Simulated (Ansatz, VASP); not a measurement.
ZnCd2O3 in VASP and in Ansatz

The input INCAR:

```
SYSTEM = ZnCd2O3
ALGO     = Normal         ! electronic algorithm
EDIFF    = 1E-6           ! SCF threshold, eV
ENCUT    = 520            ! plane-wave cutoff, eV
GGA      = PE             ! functional
ISIF     = 2              ! what is computed and relaxed
ISMEAR   = 0              ! smearing method
ISPIN    = 2              ! spin polarisation
LASPH    = .TRUE.         ! aspherical terms in the spheres
LCHARG   = .FALSE.        ! write CHGCAR
LORBIT   = 11             ! projections on sites
LREAL    = .FALSE.        ! projectors in reciprocal space
LWAVE    = .FALSE.        ! write WAVECAR
MAGMOM   = 0 0 0 1 1 1    ! initial moments
NBANDS   = 40             ! bands
NELM     = 150            ! most SCF steps
PREC     = Accurate       ! precision mode
SIGMA    = 0.1            ! smearing width, eV
```

File KPOINTS:

```
k-points
0
G
  6 6 2
  0 0 0
```

The input POSCAR:

```
ZnCd2O3
1.0
    3.4834302000      0.0000000000      0.0000000000
   -1.7417151000      3.0167391000      0.0000000000
    0.0000000000      0.0000000000      8.7221184000
Zn Cd O
1 2 3
Direct
    0.0000000000      0.0000000000      0.3345850000
    0.3333333000      0.6666667000      0.0142190000
    0.6666667000      0.3333333000      0.6600750000
    0.6666667000      0.3333333000      0.9123020000
    0.0000000000      0.0000000000      0.5596900000
    0.3333333000      0.6666667000      0.2691290000
```

Input for Ansatz:

```yaml
crystal:
  lattice:
    - [3.4834302, 0.0, 0.0]
    - [-1.7417151, 3.0167391, 0.0]
    - [0.0, 0.0, 8.7221184]
  atoms:
    - { symbol: Zn, position: [0.0, 0.0, 0.334585] }
    - { symbol: Cd, position: [0.3333333, 0.6666667, 0.014219] }
    - { symbol: Cd, position: [0.6666667, 0.3333333, 0.660075] }
    - { symbol: O, position: [0.6666667, 0.3333333, 0.912302], spin: 1.0 }
    - { symbol: O, position: [0.0, 0.0, 0.55969], spin: 1.0 }
    - { symbol: O, position: [0.3333333, 0.6666667, 0.269129], spin: 1.0 }
basis:
  ecutwfc: 420
kpoints:
  mp_grid: { grid: [6, 6, 2] }
hamiltonian:
  xc: pbe
scf:
  occupations: { method: gaussian, width: 0.1 }
  lower_state_search: "off"
output:
  forces: true
  stress: true
  eigenvalues: true
  populations: true
magnetization:
  spin_polarized: true
```

Alike in both runs: task single point; functional PBE; k mesh 6 × 6 × 2; occupations gaussian, width 0.1 eV; collinear spin.

```csv
,VASP,Ansatz
version,VASP 6.6.1,Ansatz 0.2.0
potentials or method,"VASP PAW PBE potentials, release 64 (Zn, Cd, O), cutoff 520 eV","scalar-relativistic, plane waves, PAW"
valence electrons in the cell,54,70
```

|  | VASP | Ansatz | Ansatz less VASP |
| --- | --- | --- | --- |
| gap on the k mesh at the Fermi level (eV) | none | none | - |
| pressure (GPa) | 1.1 | 0.0 | -1.10 |
| traceless stress, the component that is largest in VASP (GPa) | 0.08 | 0.01 | -0.075 |
| rms of the force components (eV/Å) | 0.020 | 0.004 | -0.0157 |
| net moment per atom (μB) | 0.00 | 0.00 | 0.000 |

Atom by atom the forces differ by 0.017 eV/Å (rms over components). A gap of «none» marks a metal or a gap that the smearing closes. VASP's potentials hold 54 valence electrons a cell and Ansatz's 70, so a difference there can come from the potentials and not from the codes. Ansatz's warnings: seeded moment not kept.

The k mesh is coarse, so the values compare programs but aren't converged.
